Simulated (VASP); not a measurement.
Input of a VASP 6.6.1 run:

The input INCAR:

```
  PREC = Accurate
  ENCUT = 520
  EDIFF = 1E-6
  ISMEAR = 0
  SIGMA = 0.1
  LREAL = False
  LASPH = True
  NELM = 60
  ALGO = Normal
  ISIF = 2
  LWAVE = False
  LCHARG = False
  GGA = PS
  NBANDS = 18
```

The input KPOINTS:

```
Automatic mesh
0
Gamma
  18 18 12
```

File POSCAR:

```
PtSe2
1.0
    3.7217674329      0.0000000000      0.0000000000
   -1.8608837164      3.2231451438      0.0000000000
    0.0000000000      0.0000000000      4.9448720954
Pt Se
1 2
Direct
    0.0000000000      0.0000000000      0.0000000000
    0.6666666667      0.3333333333      0.7392553146
    0.3333333333      0.6666666667      0.2607446854
```

Potentials or basis: VASP PAW PBE potentials, release 64 (Pt, Se).

Run with:

```sh
$ cat potpaw_PBE.64/Pt/POTCAR potpaw_PBE.64/Se/POTCAR > POTCAR
$ mpirun -np 1 vasp_std > vasp.out
```

Problem. Predict the largest force.

Solution. 0.015 eV/Å.

Problem. Estimate the band gap on the k mesh.

Solution. Zero (bands 11 and 12 overlap by 0.78 eV).

Problem. Estimate the pressure.

Solution. 1.5 GPa.

Forces on the atoms (eV/Å):
```
Pt   0.000  0.000  0.000
Se   0.000  0.000 -0.015
Se   0.000  0.000  0.015
```

Caveat: the cell differs from its parent crystal (biaxial strain in the a-b plane: -1.0 %, then relaxed in part); the PAW data sets were made with another functional, which shifts forces and pressure a little; spin-orbit coupling is left out, which moves the levels of the heavy elements.
